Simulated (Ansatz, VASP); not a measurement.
In3Se: VASP beside Ansatz

INCAR

```
  PREC = Accurate
  ENCUT = 520
  EDIFF = 1E-6
  ISMEAR = 0
  SIGMA = 0.15
  LREAL = False
  LASPH = True
  NELM = 100
  ALGO = Normal
  ISIF = 2
  LWAVE = False
  LCHARG = False
  GGA = PS
  IVDW = 12
  NBANDS = 30
```

File KPOINTS:

```
Automatic mesh
0
Gamma
  10 10 10
```

POSCAR

```
In3Se
1.0
    4.4502178991      0.0000000000      0.0000000000
    0.0000000000      4.5878535042      0.0000000000
    0.0000000000      0.0000000000      4.5878535042
In Se
3 1
Direct
    0.0000000000      0.5000000000      0.5000000000
    0.5000000000      0.0000000000      0.5000000000
    0.5000000000      0.5000000000      0.0000000000
    0.0000000000      0.0000000000      0.0000000000
```

Input for Ansatz:

```yaml
crystal:
  lattice:
    - [4.4502178991, 0.0, 0.0]
    - [0.0, 4.5878535042, 0.0]
    - [0.0, 0.0, 4.5878535042]
  atoms:
    - { symbol: In, position: [0.0, 0.5, 0.5] }
    - { symbol: In, position: [0.5, 0.0, 0.5] }
    - { symbol: In, position: [0.5, 0.5, 0.0] }
    - { symbol: Se, position: [0.0, 0.0, 0.0] }
basis:
  ecutwfc: 420
kpoints:
  mp_grid: { grid: [10, 10, 10] }
hamiltonian:
  xc: pbesol
  dispersion: d3bj
scf:
  occupations: { method: gaussian, width: 0.15 }
output:
  forces: true
  stress: true
  eigenvalues: true
```

Change from the starting cell: strain -0.0300 x Voigt [1, 0, 0, 0, 0, 0], atoms carried along.

Alike in both runs: task single point; functional PBEsol; dispersion D3(BJ); k mesh 10 × 10 × 10; occupations gaussian, width 0.15 eV; no spin polarisation.

```csv
,VASP,Ansatz
version,VASP 6.6.1,Ansatz 0.2.0
potentials or method,"VASP PAW PBE potentials, release 64 (In_d, Se), cutoff 520 eV","scalar-relativistic, plane waves, PAW"
valence electrons in the cell,45,55
```

|  | VASP | Ansatz | Ansatz less VASP |
| --- | --- | --- | --- |
| gap on the k mesh at the Fermi level (eV) | none | none | - |
| pressure (GPa) | 1.6 | 1.6 | 0.00 |

VASP's potentials were made for PBE, not for PBEsol. A gap of «none» marks a metal or a gap that the smearing closes. VASP's potentials hold 45 valence electrons a cell and Ansatz's 55, so a difference there can come from the potentials and not from the codes.
